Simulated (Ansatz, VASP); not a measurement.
## Ge in VASP and in Ansatz

The input INCAR:

```
PREC     = Accurate       # precision mode
ENCUT    = 520            # plane-wave cutoff, eV
EDIFF    = 1E-7           # SCF threshold, eV
ISMEAR   = 0              # smearing method
SIGMA    = 0.024          # smearing width, eV
LREAL    = False          # projectors in reciprocal space
LASPH    = True           # aspherical terms in the spheres
NELM     = 100            # most SCF steps
ALGO     = Normal         # electronic algorithm
ISIF     = 2              # what is computed and relaxed
LWAVE    = False          # write WAVECAR
LCHARG   = False          # write CHGCAR
GGA      = PE             # functional
NBANDS   = 13             # bands
```

The input KPOINTS:

```
Automatic mesh
0
Gamma
  11 11 10
```

Contents of POSCAR:

```
Ge
1.0
    1.3971490000     -2.6005160000      0.0000000000
    1.3971490000      2.6005160000      0.0000000000
    0.0000000000      0.0000000000      2.6982310000
Ge
1
Direct
    0.5000000000      0.5000000000      0.0000000000
```

The input input.yaml:

```yaml
crystal:
  lattice:
    - [1.397149, -2.600516, 0.0]
    - [1.397149, 2.600516, 0.0]
    - [0.0, 0.0, 2.698231]
  atoms:
    - { symbol: Ge, position: [0.5, 0.5, 0.0] }
hamiltonian:
  xc: pbe
  pseudopotentials: { kind: paw }
kpoints:
  mp_grid: { grid: [11, 11, 10] }
scf:
  occupations: { method: gaussian, width: 0.024 }
output:
  forces: true
  stress: true
  eigenvalues: true
```

Alike in both runs: task single point; functional PBE; k mesh 11 × 11 × 10; occupations gaussian, width 0.024 eV; no spin polarisation.

```csv
,VASP,Ansatz
version,VASP 6.6.1,Ansatz 0.2.0
potentials or method,"VASP PAW PBE potentials, release 64 (Ge_d)",Ansatz PAW
plane-wave cutoff (eV),520,420
valence electrons in the cell,14,14
```

```tsv
	VASP	Ansatz	Ansatz less VASP
gap on the k mesh at the Fermi level (eV)	none	none	-
pressure (GPa)	-0.6	-0.6	-0.01
traceless stress, the component that is largest in VASP (GPa)	-2.20	-2.18	+0.012
```

A gap of «none» marks a metal or a gap that the smearing closes.
